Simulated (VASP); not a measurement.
**AlN: relaxation of cell and atoms with PBEsol**

The system is AlN.

```
CELL_PARAMETERS angstrom
3.12134 0.00000 0.00000
-1.56067 2.70316 0.00000
0.00000 0.00000 4.99454
ATOMIC_POSITIONS crystal
Al 0.33333 0.66667 0.00000
Al 0.66667 0.33333 0.50000
N 0.33333 0.66667 0.38500
N 0.66667 0.33333 0.88500
```

```json
{
 "Program": "VASP 6.6.1",
 "Task": "relaxation of cell and atoms",
 "Functional": "PBEsol",
 "Potentials or basis": "VASP PAW PBE potentials, release 64 (Al, N)",
 "Cutoff": "600 eV",
 "k mesh": "12 × 12 × 8",
 "Occupations": "gaussian, width 0.05 eV",
 "Spin": "no spin polarisation",
 "Dipole correction": "no",
 "Further INCAR settings": "ALGO = Normal; EDIFF = 1e-07; IBRION = 2; EDIFFG = -0.01; NSW = 80; ISIF = 3"
}
```

```yaml
Relaxed_volume: 10.46 Å³/atom
Relaxed_cell: a = 3.114 Å, b = 3.114 Å, c = 4.982 Å, α = 90.00°, β = 90.00°, γ = 120.00°
Space_group_after_relaxing_to_0.1_Å: P6_3mc (No. 186)
Energy_gained_by_relaxing: 1.1 meV/atom
Ionic_steps: 5
Pressure_after_relaxing: -0.1 GPa
Largest_force_after_relaxing: 0.005 eV/Å
Band_gap_on_the_k_mesh: 4.12 eV
```

Forces on the atoms (eV/Å):
```
Al   0.000  0.000 -0.005
Al   0.000  0.000 -0.005
N    0.000  0.000  0.005
N    0.000  0.000  0.005
```

Stress tensor (GPa, compression positive):
```
-0.11  0.00  0.00
 0.00 -0.11  0.00
 0.00  0.00  0.02
```

Step by step:
```tsv
step	energy change (eV)	largest force (eV/Å)	pressure (GPa)	volume (Å³)
1	0.0000	0.1774	-1.58	42.14
2	-0.0015	0.1050	1.46	41.51
3	-0.0040	0.0268	0.09	41.78
4	-0.0042	0.0113	0.01	41.80
5	-0.0043	0.0050	-0.07	41.83
```

Final structure:
```
CELL_PARAMETERS angstrom
3.11361 0.00000 0.00000
-1.55680 2.69646 0.00000
0.00000 0.00000 4.98176
ATOMIC_POSITIONS crystal
Al 0.33333 0.66667 0.00151
Al 0.66667 0.33333 0.50151
N 0.33333 0.66667 0.38349
N 0.66667 0.33333 0.88349
```

Levels at points of the mesh, in eV from the valence-band top:
```csv
k point,band 4,band 5,band 6,band 7,band 8,band 9,band 10,band 11,band 12
"(0.00, 0.00, 0.00)",-0.88,-0.88,-0.23,-0.23,0.00,4.11,6.55,10.50,11.02
"(0.50, 0.00, 0.00)",-4.20,-3.38,-2.12,-1.81,-0.70,5.66,5.67,8.07,10.16
"(0.00, 0.00, 0.50)",-3.36,-0.56,-0.56,-0.56,-0.56,6.37,6.37,10.20,10.20
"(0.50, 0.00, 0.50)",-5.66,-1.49,-1.49,-1.38,-1.38,5.17,5.17,9.12,9.12
```

Run time: 3.8 min on 1 thread of Intel Xeon 8259CL, on a shared host, peak memory 0.21 GiB.

Caveat: the PAW data sets were made with another functional, which shifts forces and pressure a little. As with any semilocal functional, this PBEsol gap is likely too small.
